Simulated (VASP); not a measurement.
Set up this calculation in VASP 6.6.1, as the native input.

```
Task                   : relaxation of cell and atoms
Functional             : LDA
Potentials or basis    : VASP PAW LDA potentials, release 64 (Mo_sv, S)
Cutoff                 : 600 eV
k mesh                 : 6 × 6 × 2
Occupations            : gaussian, width 0.01 eV
Spin                   : no spin polarisation
Target pressure        : 15 GPa
Dipole correction      : no
Further INCAR settings : ALGO = Normal; EDIFF = 1e-06; IBRION = 2; EDIFFG = -0.002; NSW = 100; ISIF = 3
```

The structure of MoS2 lies in POSCAR:

```
MoS2
1.0
    3.1221685093      0.0000000000      0.0000000000
   -1.5610842547      2.7038772440      0.0000000000
    0.0000000000      0.0000000000     12.0760599498
Mo S
2 4
Direct
    0.3333333333      0.6666666667      0.2500000000
    0.6666666667      0.3333333333      0.7500000000
    0.3333333333      0.6666666667      0.6212940462
    0.6666666667      0.3333333333      0.1212940462
    0.3333333333      0.6666666667      0.8787059538
    0.6666666667      0.3333333333      0.3787059538
```

The input as run:

INCAR

```
PREC = Accurate
ENCUT = 600
EDIFF = 1E-6
ISMEAR = 0
SIGMA = 0.01
LREAL = False
LASPH = True
NELM = 100
ALGO = Normal
ISIF = 3
LWAVE = False
LCHARG = False
GGA = CA
IBRION = 2
NSW = 100
EDIFFG = -0.002
PSTRESS = 150.0
```

KPOINTS

```
regular mesh
0
Gamma
  6 6 2
```

Potentials or basis: VASP PAW LDA potentials, release 64 (Mo_sv, S).

The run is started by

```console
$ cat potpaw_LDA.64/Mo_sv/POTCAR potpaw_LDA.64/S/POTCAR > POTCAR
$ mpirun -np 1 vasp_std > vasp.out
```

It gave:

```json
{
 "Relaxed volume": "14.60 Å³/atom",
 "Relaxed cell": "a = 3.024 Å, b = 3.024 Å, c = 11.060 Å, α = 90.00°, β = 90.00°, γ = 120.00°",
 "Space group after relaxing (to 0.1 Å)": "P6_3/mmc (No. 194)",
 "Energy change on relaxing (the run minimises the enthalpy)": "+87.8 meV/atom",
 "Ionic steps": "23",
 "Pressure after relaxing": "15.0 GPa",
 "Band gap on the k mesh": "0.06 eV (least direct gap 1.39 eV)"
}
```

Caveat: the cell is relaxed towards a set pressure, so the run minimises the enthalpy, not the energy.

Wall time 7.2 min on 1 thread of AMD EPYC 7R13 Processor (Zen 3) (shared host), peak memory 0.21 GiB.
